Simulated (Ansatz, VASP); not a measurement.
**Zn in VASP and in Ansatz**

```
Zn
1.0
    -0.13750    1.96434    2.01011
     1.96434   -0.13750    2.01011
     1.82684    1.82684    0.00000
Zn
1
Direct
  0.00000 0.00000 0.00000
```

Change from the starting cell: engineering shear strain xy -0.1400, normal strain along z +0.0233.

Alike in both runs: task single point; functional PBE; k mesh 20 × 20 × 20; occupations gaussian, width 0.15 eV; no spin polarisation.

|  | VASP | Ansatz |
| --- | --- | --- |
| version | VASP 6.6.1 | Ansatz 0.2.0 |
| potentials or method | VASP PAW PBE potentials, release 64 (Zn), cutoff 520 eV | scalar-relativistic, plane waves, PAW |
| valence electrons in the cell | 12 | 12 |

|  | VASP | Ansatz | Ansatz less VASP |
| --- | --- | --- | --- |
| gap on the k mesh at the Fermi level (eV) | none | none | - |
| pressure (GPa) | 0.0 | -0.4 | -0.40 |
| traceless stress, the component that is largest in VASP (GPa) | -2.20 | -2.17 | +0.033 |

A gap of «none» marks a metal or a gap that the smearing closes.
